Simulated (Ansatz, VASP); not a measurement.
# Two plane-wave programs on CuI

Contents of POSCAR:

```
CuI
1.0
    4.4613541400      0.0000000000      0.0000000000
   -2.2306770700      3.8636460205      0.0000000000
    0.0000000000      0.0000000000      7.3960612615
Cu I
2 2
Direct
    0.3333333333      0.6666666667      0.2500000000
    0.6666666667      0.3333333333      0.7500000000
    0.6666666667      0.3333333333      0.2500000000
    0.3333333333      0.6666666667      0.7500000000
```

File INCAR.step1:

```
SYSTEM = CuI
PREC = Accurate ; ENCUT = 520
ISMEAR = 0 ; SIGMA = 0.01
LREAL = .FALSE. ; LASPH = .TRUE.
NELM = 80 ; NBANDS = 26
GGA = PE ; ALGO = Normal
EDIFF = 1E-4 ; LWAVE = .TRUE.
LCHARG = .FALSE.
```

The input INCAR.step2:

```
SYSTEM = CuI
PREC = Accurate ; ENCUT = 520
EDIFF = 1E-6 ; ISMEAR = 0
SIGMA = 0.01 ; LREAL = .FALSE.
LASPH = .TRUE. ; NELM = 80
ALGO = Normal ; ISIF = 2
LWAVE = .FALSE. ; LCHARG = .FALSE.
METAGGA = R2SCAN ; LMIXTAU = .TRUE.
NBANDS = 26 ; ISTART = 1
```

Contents of KPOINTS:

```
regular mesh
0
G
  6 6 4
  0 0 0
```

Input for Ansatz:

```yaml
crystal:
  lattice:
    - [4.46135414, 0.0, 0.0]
    - [-2.23067707, 3.8636460205, 0.0]
    - [0.0, 0.0, 7.3960612615]
  atoms:
    - { symbol: Cu, position: [0.3333333333, 0.6666666667, 0.25] }
    - { symbol: Cu, position: [0.6666666667, 0.3333333333, 0.75] }
    - { symbol: I, position: [0.6666666667, 0.3333333333, 0.25] }
    - { symbol: I, position: [0.3333333333, 0.6666666667, 0.75] }
kpoints:
  mp_grid: { grid: [6, 6, 4] }
hamiltonian:
  xc: r2scan
scf:
  occupations: { method: fixed }
  n_extra_bands: 5
output:
  forces: true
  stress: true
  eigenvalues: true
```

Alike in both runs: task single point; functional r2SCAN; k mesh 6 × 6 × 4; no spin polarisation.

|  | VASP | Ansatz |
| --- | --- | --- |
| version | VASP 6.6.1 | Ansatz 0.2.0 |
| potentials or method | VASP PAW PBE potentials, release 64 (Cu, I) | plane waves, PAW |
| plane-wave cutoff (eV) | 520 | 500 |
| occupations | gaussian, width 0.01 eV | fixed |
| valence electrons in the cell | 36 | 72 |

```csv
,VASP,Ansatz,Ansatz less VASP
gap on the k mesh at the Fermi level (eV),1.50,1.50,-0.001
pressure (GPa),-1.9,-1.9,+0.01
"traceless stress, the component that is largest in VASP (GPa)",1.39,1.36,-0.032
```

VASP's potentials were made for PBE, not for r2SCAN. VASP's potentials hold 36 valence electrons a cell and Ansatz's 72, so a difference there can come from the potentials and not from the codes.

Neither program's run includes spin-orbit coupling.
